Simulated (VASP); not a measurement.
# BaS in VASP: further runs

Runs on BaS. Level: PBE. Tasks: single point.

All numbers are computed with VASP 6.6.1; they aren't measurements. Logs are shortened: lines on timing, memory, paths and dates and some standing lists are left out, and cuts for length are marked.

### 1 The cell of the first run

It takes space group I4/mmm (No. 139, tetragonal). Conventional cell: a = 4.588 Å, b = 4.588 Å, c = 6.403 Å, α = 90.00°, β = 90.00°, γ = 90.00°. Within 4.2 Å of Ba (site symmetry 4/mmm) lie 6 S at 3.20 to 3.24 Å. Within 4.2 Å of S (site symmetry 4/mmm) lie 6 Ba at 3.20 to 3.24 Å.

### 2 Single point, PBE (epitaxial xy strain +1.0%)

File INCAR:

```
SYSTEM = BaS
  PREC = Accurate
  ENCUT = 520
  EDIFF = 1E-7
  ISMEAR = 0
  SIGMA = 0.01
  LREAL = .False.
  LASPH = .True.
  NELM = 100
  ALGO = Normal
  ISIF = 2
  LWAVE = .False.
  LCHARG = .False.
  GGA = PE
  NBANDS = 15
```

File KPOINTS:

```
regular mesh
0
Gamma
  4 4 4
  0 0 0
```

File POSCAR:

```
BaS
1.0
    0.0000000000      3.2439138319      3.2013869989
    3.2439138319      0.0000000000      3.2013869989
    3.2439138319      3.2439138319      0.0000000000
Ba S
1 1
Direct
    0.0000000000      0.0000000000      0.0000000000
    0.5000000000      0.5000000000      0.5000000000
```

Potentials or basis: VASP PAW PBE potentials, release 64 (Ba_sv, S).

Command:

```bash
cat potpaw_PBE.64/Ba_sv/POTCAR potpaw_PBE.64/S/POTCAR > POTCAR
mpirun -np 1 vasp_std > vasp.out
```

OUTCAR:

```text
SYSTEM = BaS
   PREC = Accurate
   ENCUT = 520
   EDIFF = 1E-7
   ISMEAR = 0
   LREAL = .False.
   LASPH = .True.
   NELM = 100
   ISIF = 2
   GGA = PE

 ion  position               nearest neighbor table
   1  0.000  0.000  0.000-   2 3.20   2 3.20   2 3.24   2 3.24   2 3.24   2 3.24
   2  0.500  0.500  0.500-   1 3.20   1 3.20   1 3.24   1 3.24   1 3.24   1 3.24

  LATTYP: Found a body centered tetragonal cell.
 ALAT       =     4.5875869362
 C/A-ratio  =     1.3956736051

  Lattice vectors:

 A1 = (   0.0000000000,  -3.2439138319,  -3.2013869989)
 A2 = (   0.0000000000,   3.2439138319,  -3.2013869989)
 A3 = (   3.2439138319,   0.0000000000,   3.2013869989)

Analysis of symmetry for initial positions (statically):
=====================================================================
 Subroutine PRICEL returns:
 Original cell was already a primitive cell.

 Routine SETGRP: Setting up the symmetry group for a
 body centered tetragonal supercell.

 Subroutine GETGRP returns: Found 16 space group operations
 (whereof 16 operations were pure point group operations)
 out of a pool of 16 trial point group operations.

The static configuration has the point symmetry D_4h.

Analysis of symmetry for dynamics (positions and initial velocities):
=====================================================================
 Subroutine PRICEL returns:
 Original cell was already a primitive cell.

 Routine SETGRP: Setting up the symmetry group for a
 body centered tetragonal supercell.

 Subroutine GETGRP returns: Found 16 space group operations
 (whereof 16 operations were pure point group operations)
 out of a pool of 16 trial point group operations.

The dynamic configuration has the point symmetry D_4h.

 Subroutine INISYM returns: Found 16 space group operations
 (whereof 16 operations are pure point group operations),
 and found     1 'primitive' translations

----------------------------------------------------------------------------------------

                                     Primitive cell

  volume of cell :      67.3762

  direct lattice vectors                    reciprocal lattice vectors
     0.000000000  3.243913832  3.201386999    -0.154134797  0.154134797  0.156182305
     3.243913832  0.000000000  3.201386999     0.154134797 -0.154134797  0.156182305
     3.243913832  3.243913832  0.000000000     0.154134797  0.154134797 -0.156182305

  length of vectors
     4.557615129  4.557615129  4.587586936     0.268156640  0.268156640  0.268156640

  position of ions in fractional coordinates (direct lattice)
     0.000000000  0.000000000  0.000000000
     0.500000000  0.500000000  0.500000000

  ion indices of the primitive-cell ions
   primitive index   ion index
                 1           1
                 2           2

----------------------------------------------------------------------------------------

 KPOINTS: regular mesh

Automatic generation of k-mesh.
 Grid dimensions read from file:
 generate k-points for:    4    4    4

 Generating k-lattice:

  Cartesian coordinates                     Fractional coordinates (reciprocal lattice)
    -0.038533699  0.038533699  0.039045576     0.250000000 -0.000000000  0.000000000
     0.038533699 -0.038533699  0.039045576    -0.000000000  0.250000000  0.000000000
     0.038533699  0.038533699 -0.039045576     0.000000000  0.000000000  0.250000000

  Length of vectors
     0.067039160  0.067039160  0.067039160

  Shift w.r.t. Gamma in fractional coordinates (k-lattice)
     0.000000000  0.000000000  0.000000000

 Subroutine IBZKPT returns following result:
 ===========================================

 Found     13 irreducible k-points:

 Following reciprocal coordinates:
            Coordinates               Weight
  0.000000  0.000000  0.000000      1.000000
  0.250000 -0.000000  0.000000      8.000000
  0.500000 -0.000000  0.000000      4.000000
  0.250000  0.250000  0.000000      2.000000
  0.500000  0.250000  0.000000      8.000000
 -0.250000  0.250000  0.000000      4.000000
  0.500000  0.500000  0.000000      1.000000
  0.250000  0.000000  0.250000      4.000000
  0.500000 -0.000000  0.250000     16.000000
 -0.250000  0.000000  0.250000      8.000000
 -0.250000  0.500000  0.250000      4.000000
  0.500000  0.000000  0.500000      2.000000
 -0.250000  0.250000  0.500000      2.000000
   k-points           NKPTS =     13   k-points in BZ     NKDIM =     13   number of bands    NBANDS=     15
   number of dos      NEDOS =    301   number of ions     NIONS =      2
   total plane-waves  NPLWV =  46656
   dimension x,y,z NGX =    36 NGY =   36 NGZ =   36
   dimension x,y,z NGXF=    72 NGYF=   72 NGZF=   72
   ions per type =               1   1
   NGX,Y,Z   is equivalent  to a cutoff of  13.13, 13.13, 13.05 a.u.
   NGXF,Y,Z  is equivalent  to a cutoff of  26.26, 26.26, 26.09 a.u.
 SYSTEM =  BaS
   PREC   = accura    normal or accurate (medium, high low for compatibility)
   ISTART =      0    job   : 0-new  1-cont  2-samecut
   ICHARG =      2    charge: 1-file 2-atom 10-const
   ISPIN  =      1    spin polarized calculation?
   LNONCOLLINEAR =      F non collinear calculations
   LSORBIT =      F    spin-orbit coupling
   LASPH  =      T    aspherical Exc in radial PAW
   ENCUT  =  520.0 eV  38.22 Ry    6.18 a.u.   8.47  8.47  8.53*2*pi/ulx,y,z
   NELM   =    100;   NELMIN=  2; NELMDL= -5     # of ELM steps
   EDIFF  = 0.1E-06   stopping-criterion for ELM
   LREAL  =      F    real-space projection
   EDIFFG = 0.1E-05   stopping-criterion for IOM
   NSW    =      0    number of steps for IOM
   IBRION =     -1    ionic relax: 0-MD 1-quasi-New 2-CG
   NFREE  =      0    steps in history (QN), initial steepest desc. (CG)
   ISIF   =      2    stress and relaxation
   ISYM   =      2    0-nonsym 1-usesym 2-fastsym
   POTIM  = 0.5000    time-step for ionic-motion
   TEBEG  =    0.0;   TEEND  =   0.0 temperature during run
   PSTRESS=    0.0 pullay stress
   NELECT =      16.0000    total number of electrons
   NUPDOWN=      -1.0000    fix difference up-down
   EMIN   =  10.00;   EMAX   =-10.00  energy-range for DOS
   EFERMI =   0.00;   METHOD = LEGACY
   ISMEAR =     0;   SIGMA  =   0.01  broadening in eV -4-tet -1-fermi 0-gaus
   EFERMI_NEDOS =   21; number of points for ismear=-14 and -15
   IALGO  =     38    algorithm
   IMIX   =      4    mixing-type and parameters
     AMIX     =   0.40;   BMIX     =  1.00
     AMIX_MAG =   1.60;   BMIX_MAG =  1.00
  volume/ion in A,a.u.               =      33.69       227.34
  Fermi-wavevector in a.u.,A,eV,Ry     =   1.013785  1.915776 13.983526  1.027760
  Thomas-Fermi vector in A             =   2.146974
   LORBIT       =      0    0 simple, 1 ext, 2 COOP (PROOUT), +10 PAW based schemes
   GGA     = PE    functional components
   LHFCALC =     F    Hartree Fock is set to
   AEXX    =    0.0000 exact exchange contribution
   IVDW    =     0    specifies the selected vdW correction
   LEPSILON=     F    determine dielectric tensor
   LRPA    =     F    only Hartree local field effects (RPA)
 non-spin polarized calculation
 Gauss-broadening in eV      SIGMA  =   0.01
  energy-cutoff  :      520.00
  volume of cell :       67.38
 maximum number of plane-waves:      1830
 NGX is ok and might be reduce to    36
   NGX = 17   NGY = 17   NGZ = 17

 number of electron      16.0000001 magnetization

 Free energy of the ion-electron system (eV)
  ---------------------------------------------------
  ext. energy  EPLUGINS =         0.00000000
  ---------------------------------------------------
  free energy    TOTEN  =       -10.18786996 eV

  energy without entropy =      -10.18786996  energy(sigma->0) =      -10.18786996

 E-fermi :   1.4431     XC(G=0):  -8.4853

 val. band max:        1.3154834801   @ k =   0.0000   0.0000   0.0000
 cond. band min:       3.4389950777   @ k =   0.5000   0.5000   0.0000
 fundamental gap:      2.1235115977
 Fermi energy:         1.4430819902

 k-point     1 :       0.0000    0.0000    0.0000
  band No.  band energies     occupation
      1     -24.9008      2.00000
      2      -9.9601      2.00000
      3      -9.9601      2.00000
      4      -9.9591      2.00000
      5      -9.0197      2.00000
      6       1.2764      2.00000
      7       1.2764      2.00000
      8       1.3155      2.00000
      9       4.7175      0.00000
     10       5.1164      0.00000
     11       5.1164      0.00000
     12       5.2050      0.00000
     13       5.9989      0.00000
     14       6.0822      0.00000
     15       9.9624      0.00000

 k-point     2 :       0.2500   -0.0000    0.0000
  band No.  band energies     occupation
      1     -24.8821      2.00000
      2     -10.5808      2.00000
      3      -9.9807      2.00000
      4      -9.9743      2.00000
      5      -8.3504      2.00000
      6       0.1800      2.00000
      7       0.6975      2.00000
      8       0.7034      2.00000
      9       5.3549      0.00000
     10       5.9819      0.00000
     11       6.0113      0.00000
     12       6.4692      0.00000
     13       7.4917      0.00000
     14       7.6190      0.00000
     15      11.6945      0.00000

 k-point     3 :       0.5000   -0.0000    0.0000
  band No.  band energies     occupation
      1     -24.8632      2.00000
      2     -10.9523      2.00000
      3     -10.0009      2.00000
      4      -9.9889      2.00000
      5      -7.9251      2.00000
      6      -0.5773      2.00000
      7       0.2593      2.00000
      8       0.2676      2.00000
      9       6.7123      0.00000
     10       6.8728      0.00000
     11       7.4488      0.00000
     12       7.4776      0.00000
     13       9.8670      0.00000
     14      10.0300      0.00000
     15      10.1217      0.00000
[... 145 lines left out ...]
 k-point    12 :       0.5000    0.0000    0.5000
  band No.  band energies     occupation
      1     -24.8528      2.00000
      2     -10.3854      2.00000
      3     -10.1311      2.00000
      4     -10.1182      2.00000
      5      -8.9239      2.00000
      6       0.7087      2.00000
      7       1.1234      2.00000
      8       1.1668      2.00000
      9       3.4486      0.00000
     10       7.0418      0.00000
     11       7.1878      0.00000
     12       8.5447      0.00000
     13       8.6515      0.00000
     14       8.7226      0.00000
     15       9.6559      0.00000

 k-point    13 :      -0.2500    0.2500    0.5000
  band No.  band energies     occupation
      1     -24.8524      2.00000
      2     -10.4334      2.00000
      3     -10.2542      2.00000
      4     -10.2542      2.00000
      5      -8.4297      2.00000
      6       0.1950      2.00000
      7       0.7544      2.00000
      8       0.7544      2.00000
      9       5.5985      0.00000
     10       5.5985      0.00000
     11       7.3519      0.00000
     12       7.9716      0.00000
     13       8.5685      0.00000
     14      10.6819      0.00000
     15      11.6172      0.00000

------------------------ aborting loop because EDIFF is reached ----------------------------------------

  FORCE on cell =-STRESS in cart. coord.  units (eV):
  Direction    XX          YY          ZZ          XY          YZ          ZX
  --------------------------------------------------------------------------------------
  -------------------------------------------------------------------------------------
  Total       -0.1427361     -0.1427361      0.2764014      0.0000000      0.0000000      0.0000000
  in kB       -3.3942006     -3.3942006      6.5727045      0.0000000      0.0000000      0.0000000
  external PRESSURE =      -0.0718989 kB  Pullay stress =       0.0000000 kB

 VOLUME and BASIS-vectors are now :
 -----------------------------------------------------------------------------
  energy-cutoff  :      520.00
  volume of cell :       67.38
      direct lattice vectors                 reciprocal lattice vectors
     0.000000000  3.243913832  3.201386999    -0.154134797  0.154134797  0.156182305
     3.243913832  0.000000000  3.201386999     0.154134797 -0.154134797  0.156182305
     3.243913832  3.243913832  0.000000000     0.154134797  0.154134797 -0.156182305

 POSITION                                       TOTAL-FORCE (eV/Angst)
 -----------------------------------------------------------------------------------
      0.00000      0.00000      0.00000         0.000000      0.000000     -0.000000
      3.24391      3.24391      3.20139        -0.000000      0.000000      0.000000
 -----------------------------------------------------------------------------------
    total drift:                                0.000000      0.000000      0.000000

  FREE ENERGIE OF THE ION-ELECTRON SYSTEM (eV)
  ---------------------------------------------------
  free  energy   TOTEN  =       -10.1878699628 eV

  energy  without entropy=      -10.1878699628  energy(sigma->0) =      -10.18786996
```

It took 19 s on 1 thread of Intel Xeon 8259CL, shared host; peak memory 0.2 GiB.

Results:

```
Free energy            : -10.1879 eV
Pressure               : 0.0 GPa
Band gap on the k mesh : 2.12 eV (least direct gap 2.28 eV)
```

Stress tensor (GPa, compression positive):
```
-0.34  0.00  0.00
 0.00 -0.34  0.00
 0.00  0.00  0.66
```

Levels at points of the mesh, in eV from the valence-band top:
```csv
k point,band 6,band 7,band 8,band 9,band 10,band 11
"(0.00, 0.00, 0.00)",-0.04,-0.04,0.00,3.40,3.80,3.80
"(0.50, 0.00, 0.00)",-1.89,-1.06,-1.05,5.40,5.56,6.13
"(0.50, 0.50, 0.00)",-0.54,-0.20,-0.20,2.12,5.80,5.83
"(0.50, 0.00, 0.50)",-0.61,-0.19,-0.15,2.13,5.73,5.87
```

Caveat: the k points lie up to 0.42 Å⁻¹ apart; the cell differs from its parent crystal (epitaxial xy strain +1.0%); spin-orbit coupling is left out, which moves the levels of the heavy elements.

### 3 Single point, PBE (strain along [111] -0.5%)

File INCAR:

```
ALGO = Normal
EDIFF = 1E-7
ENCUT = 520
GGA = PE
ISIF = 2
ISMEAR = 0
LASPH = True
LCHARG = False
LREAL = False
LWAVE = False
NBANDS = 15
NELM = 60
PREC = Accurate
SIGMA = 0.01
```

File KPOINTS:

```
k-points
0
Gamma
  4 4 4
```

File POSCAR:

```
BaS
1.0
   -0.0107059862      3.2010898869      3.2010898869
    3.2010898869     -0.0107059862      3.2010898869
    3.2010898869      3.2010898869     -0.0107059862
Ba S
1 1
Direct
    0.0000000000      0.0000000000      0.0000000000
    0.5000000000      0.5000000000      0.5000000000
```

Potentials or basis: VASP PAW PBE potentials, release 64 (Ba_sv, S).

Command:

```bash
cat potpaw_PBE.64/Ba_sv/POTCAR potpaw_PBE.64/S/POTCAR > POTCAR
mpirun -np 1 vasp_std > vasp.out
```

Run time: 21 s. Hardware: 1 thread of Intel Xeon 8259CL, shared host; peak memory 0.2 GiB.

Results (log left out):

```
Free energy            : -10.1855 eV
Pressure               : 0.9 GPa
Band gap on the k mesh : 2.11 eV (least direct gap 2.26 eV)
```

Stress tensor (GPa, compression positive):
```
0.91 0.06 0.06
0.06 0.91 0.06
0.06 0.06 0.91
```

Levels at points of the mesh, in eV from the valence-band top:
```tsv
k point	band 5	band 6	band 7	band 8	band 9	band 10	band 11	band 12
(0.00, 0.00, 0.00)	-10.35	-0.01	-0.01	0.00	3.53	3.84	3.84	3.88
(0.50, 0.00, 0.00)	-9.16	-1.92	-1.08	-1.06	5.48	5.64	6.22	6.27
(0.50, 0.50, 0.00)	-10.26	-0.55	-0.16	-0.15	2.11	5.89	5.94	7.41
(0.50, 0.50, 0.50)	-9.17	-1.92	-1.09	-1.09	5.50	5.64	6.27	6.27
```

Caveat: the k points lie up to 0.42 Å⁻¹ apart; the cell differs from its parent crystal (strain along [111] -0.5%); spin-orbit coupling is left out, which moves the levels of the heavy elements. A k mesh can miss the band edges.

### 4 Single point, PBE (shear xy strain -0.5%)

File INCAR:

```
PREC     = Accurate       # precision mode
ENCUT    = 520            # plane-wave cutoff, eV
EDIFF    = 1E-6           # SCF threshold, eV
ISMEAR   = 0              # smearing method
SIGMA    = 0.01           # smearing width, eV
LREAL    = F              # projectors in reciprocal space
LASPH    = T              # aspherical terms in the spheres
NELM     = 60             # most SCF steps
ALGO     = Normal         # electronic algorithm
ISIF     = 2              # what is computed and relaxed
LWAVE    = F              # write WAVECAR
LCHARG   = F              # write CHGCAR
GGA      = PE             # functional
NBANDS   = 15             # bands
```

File KPOINTS:

```
Automatic mesh
0
Gamma
  4 4 4
```

File POSCAR:

```
BaS
1.0
   -0.0080294897      3.2117958731      3.2117958731
    3.2117958731     -0.0080294897      3.2117958731
    3.2037663835      3.2037663835      0.0000000000
Ba S
1 1
Direct
    0.0000000000      0.0000000000      0.0000000000
    0.5000000000      0.5000000000      0.5000000000
```

Command:

```bash
cat potpaw_PBE.64/Ba_sv/POTCAR potpaw_PBE.64/S/POTCAR > POTCAR
mpirun -np 1 vasp_std > vasp.out
```

Wall time 29 s (1 thread of Intel Xeon 8259CL, shared host); peak memory 0.21 GiB.

Results (log left out):

```
Free energy            : -10.1872 eV
Pressure               : 0.7 GPa
Band gap on the k mesh : 2.12 eV (least direct gap 2.27 eV)
```

Stress tensor (GPa, compression positive):
```
0.69 0.09 0.00
0.09 0.69 0.00
0.00 0.00 0.69
```

Levels at points of the mesh, in eV from the valence-band top:
```csv
k point,band 4,band 5,band 6,band 7,band 8,band 9,band 10,band 11,band 12,band 13
"(0.00, 0.00, 0.00)",-11.20,-10.34,-0.01,-0.01,0.00,3.51,3.83,3.85,3.87,4.76
"(0.50, 0.00, 0.00)",-11.23,-9.17,-1.91,-1.06,-1.05,5.47,5.63,6.21,6.24,8.78
"(0.50, 0.50, 0.00)",-11.38,-10.25,-0.55,-0.16,-0.14,2.12,5.88,5.91,7.39,7.39
"(0.00, 0.00, 0.50)",-11.24,-9.18,-1.91,-1.08,-1.06,5.48,5.63,6.22,6.26,8.79
"(0.50, 0.00, 0.50)",-11.38,-10.25,-0.55,-0.15,-0.15,2.12,5.88,5.91,7.39,7.39
```

Caveat: the k points lie up to 0.42 Å⁻¹ apart; the cell differs from its parent crystal (shear xy strain -0.5%); spin-orbit coupling is left out, which moves the levels of the heavy elements. A k mesh can miss the band edges.

### 5 Single point, PBE

This run uses another cell than the first one, of 33.13 Å³/atom.

File INCAR:

```
PREC = Accurate
ENCUT = 520
EDIFF = 1E-6
ISMEAR = -1
SIGMA = 0.02
LREAL = False
LASPH = True
NELM = 100
ALGO = Normal
ISIF = 2
LWAVE = False
LCHARG = True
GGA = PE
LELF = True
LVHAR = True
NBANDS = 15
```

File KPOINTS:

```
regular mesh
0
Gamma
  8 8 8
```

File POSCAR:

```
BaS
1.0
    0.0000000000      3.2117958731      3.2117958731
    3.2117958731      0.0000000000      3.2117958731
    3.2117958731      3.2117958731      0.0000000000
Ba S
1 1
Direct
    0.0000000000      0.0000000000      0.0000000000
    0.5000000000      0.5000000000      0.5000000000
```

Command:

```bash
cat potpaw_PBE.64/Ba_sv/POTCAR potpaw_PBE.64/S/POTCAR > POTCAR
mpirun -np 1 vasp_std > vasp.out
```

Run time: 48 s. Hardware: 1 thread of Intel Xeon 8259CL, shared host; peak memory 0.21 GiB.

It converged, with:

| Quantity | Value |
| --- | --- |
| Free energy | -10.1921 eV |
| Pressure | 0.6 GPa |
| Band gap on the k mesh | 2.13 eV (least direct gap 2.28 eV) |

Levels at points of the mesh, in eV from the valence-band top:
```csv
k point,band 4,band 5,band 6,band 7,band 8,band 9,band 10,band 11,band 12,band 13
"(0.00, 0.00, 0.00)",-11.19,-10.33,0.00,0.00,0.00,3.52,3.87,3.87,3.87,4.77
"(0.50, 0.00, 0.00)",-11.22,-9.17,-1.90,-1.05,-1.05,5.48,5.64,6.24,6.24,8.80
"(0.50, 0.50, 0.00)",-11.37,-10.24,-0.54,-0.15,-0.15,2.13,5.89,5.92,7.40,7.40
```

Caveat: spin-orbit coupling is left out, which moves the levels of the heavy elements.

### 6 Overview

```csv
cell,k mesh,smearing,gap on the mesh (eV),pressure (GPa)
"a = 4.558, b = 4.558, c = 4.588 Å, angles 59.8, 59.8, 60.4°, 2 atoms",4 × 4 × 4,gaussian 0.01 eV,2.12,0.0
"a = 4.527 Å, angles 60.2°, 2 atoms",4 × 4 × 4,gaussian 0.01 eV,2.11,0.9
"a = 4.542, b = 4.542, c = 4.531 Å, angles 60.1, 60.1, 60.2°, 2 atoms",4 × 4 × 4,gaussian 0.01 eV,2.12,0.7
"a = 4.542 Å, angles 60.0°, 2 atoms",8 × 8 × 8,fermi-dirac 0.02 eV,2.13,0.6
```

Alike in all rows: task single point; level PBE; potentials or basis VASP PAW PBE potentials, release 64 (Ba_sv, S); no spin polarisation; cutoff (eV) 520.

Caveats: some runs use coarse meshes; spin-orbit coupling is left out, which moves the levels of the heavy elements.

Absolute energies hang on the potentials; compare differences alone.
